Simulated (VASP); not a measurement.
A run of VASP 6.6.1:

INCAR

```
PREC     = Accurate       # precision mode
ENCUT    = 600            # plane-wave cutoff, eV
EDIFF    = 1E-6           # SCF threshold, eV
ISMEAR   = -1             # smearing method
SIGMA    = 0.15           # smearing width, eV
LREAL    = F              # projectors in reciprocal space
LASPH    = T              # aspherical terms in the spheres
NELM     = 100            # most SCF steps
ALGO     = Normal         # electronic algorithm
ISIF     = 3              # what is computed and relaxed
LWAVE    = F              # write WAVECAR
LCHARG   = F              # write CHGCAR
IBRION   = 2              # ionic algorithm
NSW      = 80             # ionic steps
EDIFFG   = -0.001         # ionic threshold
PSTRESS  = 400.0
```

File KPOINTS:

```
Automatic mesh
0
Gamma
  14 14 14
```

File POSCAR:

```
InP
1.0
    0.0000000000      2.7096323612      2.7096323612
    2.7096323612      0.0000000000      2.7096323612
    2.7096323612      2.7096323612      0.0000000000
In P
1 1
Direct
    0.0000000000      0.0000000000      0.0000000000
    0.5000000000      0.5000000000      0.5000000000
```

Potentials or basis: VASP PAW LDA potentials, release 64 (In_d, P).

Launch:

```sh
$ cat potpaw_LDA.64/In_d/POTCAR potpaw_LDA.64/P/POTCAR > POTCAR
$ mpirun -np 1 vasp_std > vasp.out
```

Hardware: 1 thread of Intel(R) Xeon(R) 6975P-C (Granite Rapids), on a shared host.

Problem. Estimate the wall time of this run.

Solution. It took 4.3 min on 1 thread of Intel(R) Xeon(R) 6975P-C (Granite Rapids), on a shared host, peak memory 0.22 GiB. Counts: scf iterations 134, k points 104, ion steps 35.
